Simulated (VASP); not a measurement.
Input of a VASP 6.6.1 run:

Contents of INCAR:

```
SYSTEM = LaS
ALGO = Normal
EDIFF = 1E-7
ENCUT = 520
GGA = PS
ISIF = 2
ISMEAR = -1
LASPH = .TRUE.
LCHARG = .FALSE.
LREAL = .FALSE.
LWAVE = .FALSE.
NBANDS = 16
NELM = 100
PREC = Accurate
SIGMA = 0.05
```

The input KPOINTS:

```
k-points
0
G
  8 8 8
  0 0 0
```

The input POSCAR:

```
LaS
1.0
    0.0000000000      2.9270000000      2.9270000000
    2.9270000000      0.0000000000      2.9270000000
    2.9270000000      2.9270000000      0.0000000000
La S
1 1
Direct
    0.0000000000      0.0000000000      0.0000000000
    0.5000000000      0.5000000000      0.5000000000
```

Potentials or basis: VASP PAW PBE potentials, release 64 (La, S).

The run is started by

```bash
$ cat potpaw_PBE.64/La/POTCAR potpaw_PBE.64/S/POTCAR > POTCAR
$ mpirun -np 1 vasp_std > vasp.out
```

Task: Estimate the pressure.

Result: -2.2 GPa.

Caveat: the PAW data sets were made with another functional, which shifts forces and pressure a little.
